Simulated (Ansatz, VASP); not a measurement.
GdN in VASP and in Ansatz

Contents of INCAR:

```
PREC     = Accurate       # precision mode
ENCUT    = 520            # plane-wave cutoff, eV
EDIFF    = 1E-7           # SCF threshold, eV
ISMEAR   = 0              # smearing method
SIGMA    = 0.05           # smearing width, eV
LREAL    = False          # projectors in reciprocal space
LASPH    = True           # aspherical terms in the spheres
NELM     = 150            # most SCF steps
ALGO     = Normal         # electronic algorithm
ISIF     = 2              # what is computed and relaxed
LWAVE    = False          # write WAVECAR
LCHARG   = False          # write CHGCAR
ISPIN    = 2              # spin polarisation
MAGMOM   = 7 -7 0 0       # initial moments
LORBIT   = 11             # projections on sites
LMAXMIX  = 6              # l up to which the mixer works
LDAU     = True           # DFT+U
LDAUTYPE = 2            
LDAUL    = 3 -1           # shell
LDAUU    = 6 0            # U, eV
LDAUJ    = 0 0          
LDAUPRINT= 1            
GGA      = PE             # functional
NBANDS   = 35             # bands
```

Contents of KPOINTS:

```
Automatic mesh
0
Gamma
  10 10 5
```

Contents of POSCAR:

```
GdN
1.0
    0.0000000000      2.5011167849      2.5011167849
    2.5011167849      0.0000000000      2.5011167849
    5.0022335698      5.0022335698      0.0000000000
Gd N
2 2
Direct
    0.5000000000      0.5000000000      0.2500000000
    0.5000000000      0.5000000000      0.7500000000
    0.0000000000      0.0000000000      0.0000000000
    0.0000000000      0.0000000000      0.5000000000
```

Input for Ansatz:

```yaml
crystal:
  lattice:
    - [0.0, 2.5011167844, 2.5011167844]
    - [2.5011167844, 0.0, 2.5011167844]
    - [5.0022335688, 5.0022335688, 0.0]
  atoms:
    - { symbol: Gd, position: [0.5, 0.5, 0.25], spin: 7.0 }
    - { symbol: "N", position: [0.0, 0.0, 0.0] }
    - { symbol: Gd, position: [0.5, 0.5, 0.75], spin: -7.0 }
    - { symbol: "N", position: [0.0, 0.0, 0.5] }
basis:
  ecutwfc: 420
  ecutrho_ratio: 4
kpoints:
  mp_grid: { grid: [10, 10, 5] }
hamiltonian:
  xc: pbe
  hubbard: { sites: [{ species: Gd, l: f, u_eff: 6.0 }] }
scf:
  occupations: { method: gaussian, width: 0.05 }
  lower_state_search: "off"
output:
  forces: true
  stress: true
  eigenvalues: true
  populations: true
  hubbard: { sites: [{ species: Gd, l: f }] }
  write_density: true
  write_potential: true
  elf: true
  volumetric_format: npy
magnetization:
  spin_polarized: true
checkpoint:
  read: start.run
  write: ck
  compress: false
  write_wavefunctions: false
  write_every: 100000
```

Alike in both runs: task single point; functional PBE; k mesh 10 × 10 × 5; occupations gaussian, width 0.05 eV; collinear spin; Hubbard terms Gd f U = 6.0 eV.

|  | VASP | Ansatz |
| --- | --- | --- |
| version | VASP 6.6.1 | Ansatz 0.2.0 |
| potentials or method | VASP PAW PBE potentials, release 64 (Gd, N), cutoff 520 eV | scalar-relativistic, plane waves, PAW |
| valence electrons in the cell | 46 | 46 |

VASP gave:

```
gap on the k mesh at the Fermi level (eV)                     : 0.08
least direct gap on the mesh (eV)                             : 0.31
pressure (GPa)                                                : 0.5
net moment per atom (μB)                                      : 0.00
size of the moment on the site where the two differ most (μB) : 6.86
```

Task: Estimate Ansatz's values.

Result: gap on the k mesh at the Fermi level (eV): 0.03; least direct gap on the mesh (eV): 0.27; pressure (GPa): 0.2; net moment per atom (μB): 0.00; size of the moment on the site where the two differ most (μB): 6.93.

Site moments also hang on the region over which each program counts them. The programs project onto different local orbitals, so the same U acts differently, and such runs can settle in different states.

Neither program's run includes spin-orbit coupling.
